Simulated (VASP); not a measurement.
Si, 1 atom in the cell. The structure is cubic, space group Im-3m (No. 229). Conventional cell: a = 3.108 Å, b = 3.108 Å, c = 3.108 Å, α = 90.00°, β = 90.00°, γ = 90.00°. Si (site symmetry m-3m) has 14 Si at 2.69 to 3.11 Å within 3.5 Å. 

| Item | Value |
| --- | --- |
| Program | VASP 6.6.1 |
| Task | relaxation of cell and atoms |
| Functional | PBEsol |
| Potentials or basis | VASP PAW PBE potentials, release 64 (Si) |
| Cutoff | 600 eV |
| k mesh | 14 × 14 × 14 |
| Occupations | fermi-dirac, width 0.1 eV |
| Spin | no spin polarisation |
| Dipole correction | no |
| Further INCAR settings | ALGO = Normal; EDIFF = 1e-07; IBRION = 2; EDIFFG = -0.01; NSW = 80; ISIF = 3 |

Potentials or basis: VASP PAW PBE potentials, release 64 (Si).

Command:

```sh
$ cat potpaw_PBE.64/Si/POTCAR > POTCAR
$ mpirun -np 1 vasp_std > vasp.out
```

Hardware: 1 thread of Intel Xeon 8259CL, with other jobs on the host.

**Question.** Estimate the wall time of this run.

**Answer.** Run time: 16 s on 1 thread of Intel Xeon 8259CL, with other jobs on the host, peak memory 0.14 GiB. Counts: scf iterations 24, k points 104, ion steps 3.
